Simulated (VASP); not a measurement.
# SnSe (Pnma) in VASP: relaxation of cell and atoms with PBE

Aim: the relaxation of cell and atoms of SnSe with PBE.

All numbers are computed with VASP 6.6.1; they aren't measurements. Logs are shortened: lines on timing, memory, paths and dates and some standing lists are left out, and cuts for length are marked.

### Step 1. The cell of the first run

It takes space group Pnma (No. 62, orthorhombic). The conventional cell has a = 11.420 Å, b = 4.190 Å, c = 4.460 Å, α = 90.00°, β = 90.00°, γ = 90.00°. Sn (site symmetry m) has 6 Se at 2.69 to 3.51 Å and 2 Sn at 3.60 Å within 3.6 Å. Within 3.6 Å of Se (site symmetry m) lie 6 Sn at 2.69 to 3.51 Å.

### Step 2. Relaxation of cell and atoms, PBE

INCAR

```
  PREC = Accurate
  ENCUT = 500
  EDIFF = 1E-7
  ISMEAR = 0
  SIGMA = 0.01
  LREAL = F
  LASPH = T
  NELM = 120
  ALGO = Normal
  ISIF = 3
  LWAVE = F
  LCHARG = F
  GGA = PE
  IBRION = 2
  NSW = 80
  EDIFFG = -0.01
  GGA_COMPAT = F
  NELMIN = 4
```

KPOINTS

```
Automatic mesh
0
Gamma
  2 5 5
```

POSCAR

```
SnSe
1.0
   11.4200000000      0.0000000000      0.0000000000
    0.0000000000      4.1900000000      0.0000000000
    0.0000000000      0.0000000000      4.4600000000
Sn Se
4 4
Direct
    0.1230000000      0.2500000000      0.0910000000
    0.3770000000      0.7500000000      0.5910000000
    0.6230000000      0.2500000000      0.4090000000
    0.8770000000      0.7500000000      0.9090000000
    0.3570000000      0.2500000000      0.0160000000
    0.1430000000      0.7500000000      0.5160000000
    0.8570000000      0.2500000000      0.4840000000
    0.6430000000      0.7500000000      0.9840000000
```

Potentials or basis: VASP PAW PBE potentials, release 64 (Sn_d, Se).

Run with:

```sh
$ cat potpaw_PBE.64/Sn_d/POTCAR potpaw_PBE.64/Se/POTCAR > POTCAR
$ mpirun -np 1 vasp_std > vasp.out
```

OUTCAR:

```text
PREC = Accurate
   ENCUT = 500
   EDIFF = 1E-7
   ISMEAR = 0
   LREAL = F
   LASPH = T
   NELM = 120
   ISIF = 3
   GGA = PE
   IBRION = 2
   NSW = 80
   EDIFFG = -0.01
   NELMIN = 4

 ion  position               nearest neighbor table
   1  0.123  0.250  0.091-   5 2.69   6 2.83   6 2.83   4 3.60   4 3.60
   2  0.377  0.750  0.591-   6 2.69   5 2.83   5 2.83   3 3.60   3 3.60
   3  0.623  0.250  0.409-   7 2.69   8 2.83   8 2.83   2 3.60   2 3.60
   4  0.877  0.750  0.909-   8 2.69   7 2.83   7 2.83   1 3.60   1 3.60
   5  0.357  0.250  0.016-   1 2.69   2 2.83   2 2.83
   6  0.143  0.750  0.516-   2 2.69   1 2.83   1 2.83
   7  0.857  0.250  0.484-   3 2.69   4 2.83   4 2.83
   8  0.643  0.750  0.984-   4 2.69   3 2.83   3 2.83

  LATTYP: Found a simple orthorhombic cell.
 ALAT       =     4.1900000000
 B/A-ratio  =     1.0644391408
 C/A-ratio  =     2.7255369928

  Lattice vectors:

 A1 = (   0.0000000000,   4.1900000000,   0.0000000000)
 A2 = (   0.0000000000,   0.0000000000,   4.4600000000)
 A3 = (  11.4200000000,   0.0000000000,   0.0000000000)

Analysis of symmetry for initial positions (statically):
=====================================================================
 Subroutine PRICEL returns:
 Original cell was already a primitive cell.

 Routine SETGRP: Setting up the symmetry group for a
 simple orthorhombic supercell.

 Subroutine GETGRP returns: Found  8 space group operations
 (whereof  2 operations were pure point group operations)
 out of a pool of  8 trial point group operations.

The static configuration has the point symmetry S_2 .
 The point group associated with its full space group is D_2h.

Analysis of symmetry for dynamics (positions and initial velocities):
=====================================================================
 Subroutine PRICEL returns:
 Original cell was already a primitive cell.

 Routine SETGRP: Setting up the symmetry group for a
 simple orthorhombic supercell.

 Subroutine GETGRP returns: Found  8 space group operations
 (whereof  2 operations were pure point group operations)
 out of a pool of  8 trial point group operations.

The dynamic configuration has the point symmetry S_2 .
 The point group associated with its full space group is D_2h.

 Subroutine INISYM returns: Found  8 space group operations
 (whereof  2 operations are pure point group operations),
 and found     1 'primitive' translations

----------------------------------------------------------------------------------------

[... 102 lines left out ...]
   NFREE  =      1    steps in history (QN), initial steepest desc. (CG)
   ISIF   =      3    stress and relaxation
   ISYM   =      2    0-nonsym 1-usesym 2-fastsym
   POTIM  = 0.5000    time-step for ionic-motion
   TEBEG  =    0.0;   TEEND  =   0.0 temperature during run
   PSTRESS=    0.0 pullay stress
   NELECT =      80.0000    total number of electrons
   NUPDOWN=      -1.0000    fix difference up-down
   EMIN   =  10.00;   EMAX   =-10.00  energy-range for DOS
   EFERMI =   0.00;   METHOD = LEGACY
   ISMEAR =     0;   SIGMA  =   0.01  broadening in eV -4-tet -1-fermi 0-gaus
   EFERMI_NEDOS =   21; number of points for ismear=-14 and -15
   IALGO  =     38    algorithm
   IMIX   =      4    mixing-type and parameters
     AMIX     =   0.40;   BMIX     =  1.00
     AMIX_MAG =   1.60;   BMIX_MAG =  1.00
  volume/ion in A,a.u.               =      26.68       180.02
  Fermi-wavevector in a.u.,A,eV,Ry     =   1.180411  2.230653 18.957944  1.393370
  Thomas-Fermi vector in A             =   2.316704
   LORBIT       =      0    0 simple, 1 ext, 2 COOP (PROOUT), +10 PAW based schemes
   GGA     = PE    functional components
   LHFCALC =     F    Hartree Fock is set to
   AEXX    =    0.0000 exact exchange contribution
   IVDW    =     0    specifies the selected vdW correction
   LEPSILON=     F    determine dielectric tensor
   LRPA    =     F    only Hartree local field effects (RPA)
 conjugate gradient relaxation of ions
 non-spin polarized calculation
 Gauss-broadening in eV      SIGMA  =   0.01
  energy-cutoff  :      500.00
  volume of cell :      213.41
 maximum number of plane-waves:      5448
 NGX is ok and might be reduce to    84
   NGX = 41   NGY = 15   NGZ = 17

--------------------------------------- Ionic step        1  -------------------------------------------

 number of electron      79.9999987 magnetization

 Free energy of the ion-electron system (eV)
  ---------------------------------------------------
  ext. energy  EPLUGINS =         0.00000000
  ---------------------------------------------------
  free energy    TOTEN  =       -32.74654735 eV

  energy without entropy =      -32.74654735  energy(sigma->0) =      -32.74654735

------------------------ aborting loop because EDIFF is reached ----------------------------------------

  FORCE on cell =-STRESS in cart. coord.  units (eV):
  Direction    XX          YY          ZZ          XY          YZ          ZX
  --------------------------------------------------------------------------------------
  -------------------------------------------------------------------------------------
  Total        5.7357476      2.1772151      1.8605682      0.0000000      0.0000000      0.0000000
  in kB       43.0611507     16.3454523     13.9682239      0.0000000      0.0000000      0.0000000
  external PRESSURE =      24.4582757 kB  Pullay stress =       0.0000000 kB
[... 107 lines left out ...]
  FREE ENERGIE OF THE ION-ELECTRON SYSTEM (eV)
  ---------------------------------------------------
  free  energy   TOTEN  =       -32.8409412533 eV

  energy  without entropy=      -32.8409412533  energy(sigma->0) =      -32.84094125

[... ionic steps 4 to 27 ...]

--------------------------------------- Ionic step       28  -------------------------------------------

 number of electron      80.0000004 magnetization

------------------------ aborting loop because EDIFF is reached ----------------------------------------
[... 79 lines left out ...]
--------------------------------------- Ionic step       30  -------------------------------------------

 number of electron      80.0000006 magnetization

 Free energy of the ion-electron system (eV)
  ---------------------------------------------------
  ext. energy  EPLUGINS =         0.00000000
  ---------------------------------------------------
  free energy    TOTEN  =       -32.86493464 eV

  energy without entropy =      -32.86493464  energy(sigma->0) =      -32.86493464

 E-fermi :   4.7867     XC(G=0):  -9.4020

 val. band max:        4.6771351983   @ k =   0.0000   0.0000   0.4000
 cond. band min:       5.5411679728   @ k =   0.0000   0.4000   0.0000
 fundamental gap:      0.8640327745
 Fermi energy:         4.7867082183

 k-point     1 :       0.0000    0.0000    0.0000
  band No.  band energies     occupation
      1     -16.5230      2.00000
      2     -16.5162      2.00000
      3     -16.5119      2.00000
      4     -16.5106      2.00000
      5     -16.5100      2.00000
      6     -16.5075      2.00000
[... 942 lines left out ...]
  FREE ENERGIE OF THE ION-ELECTRON SYSTEM (eV)
  ---------------------------------------------------
  free  energy   TOTEN  =       -32.8649346444 eV

  energy  without entropy=      -32.8649346444  energy(sigma->0) =      -32.86493464

 reached required accuracy - stopping structural energy minimisation
```

It took 38 min on 1 thread of AMD EPYC 9R45 (Zen 5), shared host; peak memory 0.36 GiB.

What came out:

| Item | Value |
| --- | --- |
| Free energy | -32.8649 eV |
| Relaxed volume | 28.40 Å³/atom |
| Relaxed cell | a = 11.810 Å, b = 4.213 Å, c = 4.566 Å, α = 90.00°, β = 90.00°, γ = 90.00° |
| Space group after relaxing (to 0.1 Å) | Pnma (No. 62) |
| Energy gained by relaxing | 14.8 meV/atom |
| Ionic steps | 30 |
| Pressure after relaxing | 0.0 GPa |
| Largest force after relaxing | 0.009 eV/Å |
| Band gap on the k mesh | 0.86 eV (least direct gap 1.07 eV) |

Forces on the atoms (eV/Å):
```
Sn   0.008  0.000  0.003
Sn  -0.008  0.000  0.003
Sn   0.008  0.000 -0.003
Sn  -0.008  0.000 -0.003
Se  -0.002  0.000  0.008
Se   0.002  0.000  0.008
Se  -0.002  0.000 -0.008
Se   0.002  0.000 -0.008
```

Step by step:
| step | energy change (eV) | largest force (eV/Å) | pressure (GPa) | volume (Å³) |
| --- | --- | --- | --- | --- |
| 1 | 0.0000 | 0.3152 | 2.45 | 213.41 |
| 2 | -0.0803 | 0.2293 | -0.88 | 226.20 |
| 3 | -0.0944 | 0.1192 | -0.03 | 222.41 |
| 4 | -0.1002 | 0.1010 | 0.06 | 222.58 |
| 5 | -0.1047 | 0.0885 | 0.23 | 222.88 |
| 6 | -0.1094 | 0.0621 | 0.07 | 224.41 |
| 7 | -0.1116 | 0.0315 | -0.11 | 226.26 |
| 8 | -0.1117 | 0.0296 | -0.12 | 226.47 |
| 9 | -0.1131 | 0.0271 | 0.05 | 226.37 |
| 10 | -0.1133 | 0.0359 | 0.10 | 226.34 |
| 11 | -0.1145 | 0.0195 | 0.01 | 227.17 |
| 12 | -0.1146 | 0.0164 | -0.02 | 227.47 |
| 13 | -0.1150 | 0.0227 | -0.03 | 227.57 |
| 14 | -0.1151 | 0.0294 | -0.03 | 227.65 |
| 15 | -0.1156 | 0.0271 | 0.01 | 227.36 |
| 16 | -0.1159 | 0.0245 | 0.14 | 226.70 |
| 17 | -0.1161 | 0.0221 | 0.13 | 226.72 |
| 18 | -0.1164 | 0.0157 | 0.09 | 226.78 |
| 19 | -0.1169 | 0.0128 | 0.04 | 226.90 |
| 20 | -0.1167 | 0.0384 | -0.07 | 227.14 |
| 21 | -0.1170 | 0.0212 | 0.00 | 227.00 |
| 22 | -0.1172 | 0.0202 | -0.01 | 227.02 |
| 23 | -0.1176 | 0.0187 | -0.02 | 227.09 |
| 24 | -0.1178 | 0.0121 | 0.00 | 227.02 |
| 25 | -0.1179 | 0.0161 | 0.03 | 226.92 |
| 26 | -0.1179 | 0.0174 | 0.04 | 226.90 |
| 27 | -0.1180 | 0.0140 | -0.01 | 227.12 |
| 28 | -0.1180 | 0.0137 | -0.03 | 227.19 |
| 29 | -0.1181 | 0.0123 | -0.03 | 227.19 |
| 30 | -0.1184 | 0.0087 | -0.02 | 227.17 |

Final structure:
```cif
data_structure
_symmetry_space_group_name_H-M 'P 1'
_symmetry_Int_Tables_number 1
_cell_length_a 11.8104
_cell_length_b 4.2125
_cell_length_c 4.5661
_cell_angle_alpha 90.000
_cell_angle_beta 90.000
_cell_angle_gamma 90.000
_cell_volume 227.17
loop_
_atom_site_label
_atom_site_type_symbol
_atom_site_fract_x
_atom_site_fract_y
_atom_site_fract_z
_atom_site_occupancy
Sn1 Sn 0.12108 0.25000 0.11027 1
Sn2 Sn 0.37892 0.75000 0.61027 1
Sn3 Sn 0.62108 0.25000 0.38973 1
Sn4 Sn 0.87892 0.75000 0.88973 1
Se1 Se 0.35391 0.25000 0.01632 1
Se2 Se 0.14609 0.75000 0.51632 1
Se3 Se 0.85391 0.25000 0.48368 1
Se4 Se 0.64609 0.75000 0.98368 1
```

Caveat: spin-orbit coupling is left out, which moves the levels of the heavy elements; an odd mesh through Γ misses points on the zone boundary, where band edges can lie.
